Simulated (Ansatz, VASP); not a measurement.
# One calculation of Fe, two programs

```
CELL_PARAMETERS angstrom
-1.44300 1.44300 1.44300
1.44300 -1.44300 1.44300
1.44300 1.44300 -1.44300
ATOMIC_POSITIONS crystal
Fe 0.00000 0.00000 0.00000
```

Alike in both runs: task single point; functional PBEsol; k mesh 20 × 20 × 20; occupations gaussian, width 0.1 eV; collinear spin.

```csv
,VASP,Ansatz
version,VASP 6.6.1,Ansatz 0.2.0
potentials or method,"VASP PAW PBE potentials, release 64 (Fe), cutoff 520 eV","scalar-relativistic, plane waves, PAW"
valence electrons in the cell,8,16
```

```csv
,VASP,Ansatz,Ansatz less VASP
gap on the k mesh at the Fermi level (eV),none,none,-
pressure (GPa),-17.7,-18.1,-0.39
net moment per atom (μB),2.29,2.26,-0.022
size of the moment on the site where the two differ most (μB),2.28,2.31,+0.025
```

VASP's potentials were made for PBE, not for PBEsol. Site moments also hang on the region over which each program counts them. A gap of «none» marks a metal or a gap that the smearing closes. VASP's potentials hold 8 valence electrons a cell and Ansatz's 16, so a difference there can come from the potentials and not from the codes.
